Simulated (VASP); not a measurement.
Wanted: the native input for a VASP 6.6.1 run.

* Task: single point
* Functional: r2SCAN
* Potentials or basis: VASP PAW PBE potentials, release 64 (Zn, S)
* Cutoff: 520 eV
* k mesh: 8 × 8 × 8
* Occupations: gaussian, width 0.02 eV
* Spin: no spin polarisation
* Dipole correction: no
* Further INCAR settings: ALGO = Normal; EDIFF = 1e-06; NBANDS = 16

Crystal: ZnS.

```
CELL_PARAMETERS angstrom
0.00000 2.57123 2.57123
2.57123 0.00000 2.57123
2.57123 2.57123 0.00000
ATOMIC_POSITIONS crystal
Zn 0.00000 0.00000 0.00000
S 0.25000 0.25000 0.25000
```

One way to write it, as run:

POSCAR

```
ZnS
1.0
    0.0000000000      2.5712343488      2.5712343488
    2.5712343488      0.0000000000      2.5712343488
    2.5712343488      2.5712343488      0.0000000000
Zn S
1 1
Direct
    0.0000000000      0.0000000000      0.0000000000
    0.2500000000      0.2500000000      0.2500000000
```

INCAR.step1

```
SYSTEM = ZnS
PREC = Accurate
ENCUT = 520
ISMEAR = 0
SIGMA = 0.02
LREAL = .False.
LASPH = .True.
NELM = 60
NBANDS = 16
GGA = PE
ALGO = Normal
EDIFF = 1E-4
LWAVE = .True.
LCHARG = .False.
```

INCAR.step2

```
SYSTEM = ZnS
PREC = Accurate
ENCUT = 520
EDIFF = 1E-6
ISMEAR = 0
SIGMA = 0.02
LREAL = .False.
LASPH = .True.
NELM = 60
ALGO = Normal
ISIF = 2
LWAVE = .False.
LCHARG = .True.
METAGGA = R2SCAN
LMIXTAU = .True.
LELF = .True.
LVHAR = .True.
NBANDS = 16
ISTART = 1
```

KPOINTS

```
regular mesh
0
Gamma
  8 8 8
  0 0 0
```

Potentials or basis: VASP PAW PBE potentials, release 64 (Zn, S).

Command:

```sh
$ cat potpaw_PBE.64/Zn/POTCAR potpaw_PBE.64/S/POTCAR > POTCAR
$ cp INCAR.step1 INCAR
$ mpirun -np 1 vasp_std > vasp.out
$ cp INCAR.step2 INCAR
$ mpirun -np 1 vasp_std > vasp.out
```

Results of the run:

```yaml
Pressure: 15.1 GPa
Band_gap_on_the_k_mesh: 3.35 eV, indirect (least direct gap 3.40 eV)
```

Caveat: the PAW data sets were made with another functional, which shifts forces and pressure a little.

Wall time 48 s on 1 thread of AMD EPYC 9R45 96-Core Processor (Zen 5) (shared host), peak memory 0.14 GiB.
